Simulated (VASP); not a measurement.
AlW:

```xyz
2
Lattice="1.4840 0.8568 4.3141 -1.4840 0.8568 4.3141 0.0000 -1.7135 4.3141" Properties=species:S:1:pos:R:3 pbc="T T T"
Al    0.0000    0.0000    0.0000
W     0.0000    0.0000    6.4712
```

* Program: VASP 6.6.1
* Task: relaxation of cell and atoms
* Functional: PBE
* Potentials or basis: VASP PAW PBE potentials, release 64 (Al, W_sv)
* Cutoff: 600 eV
* k mesh: 6 × 6 × 6
* Occupations: gaussian, width 0.1 eV
* Spin: no spin polarisation

At the start: pressure -7.1 GPa; volume 16.46 Å³/atom.

How do energy, volume and symmetry change on relaxing?

Over 5 steps the energy falls by 92.1 meV/atom and the volume is 15.78 Å³/atom (-4.1 %); space group R-3m (No. 166, to 0.05 Å).

The path:
| step | energy change (eV) | largest force (eV/Å) | pressure (GPa) | volume (Å³) |
| --- | --- | --- | --- | --- |
| 1 | 0.0000 | 0.0000 | -7.10 | 32.91 |
| 2 | -0.0514 | 0.0000 | 16.53 | 29.42 |
| 3 | -0.1698 | 0.0000 | 3.97 | 30.93 |
| 4 | -0.1703 | 0.0000 | -3.61 | 32.20 |
| 5 | -0.1842 | 0.0000 | 0.00 | 31.56 |

Final structure:
```cif
data_structure
_symmetry_space_group_name_H-M 'P 1'
_symmetry_Int_Tables_number 1
_cell_length_a 4.7938
_cell_length_b 4.7938
_cell_length_c 4.7938
_cell_angle_alpha 34.516
_cell_angle_beta 34.516
_cell_angle_gamma 34.516
_cell_volume 31.56
loop_
_atom_site_label
_atom_site_type_symbol
_atom_site_fract_x
_atom_site_fract_y
_atom_site_fract_z
_atom_site_occupancy
Al1 Al 0.00000 0.00000 0.00000 1
W1 W 0.50000 0.50000 0.50000 1
```

Caveat: the k points lie up to 0.43 Å⁻¹ apart in the final cell.
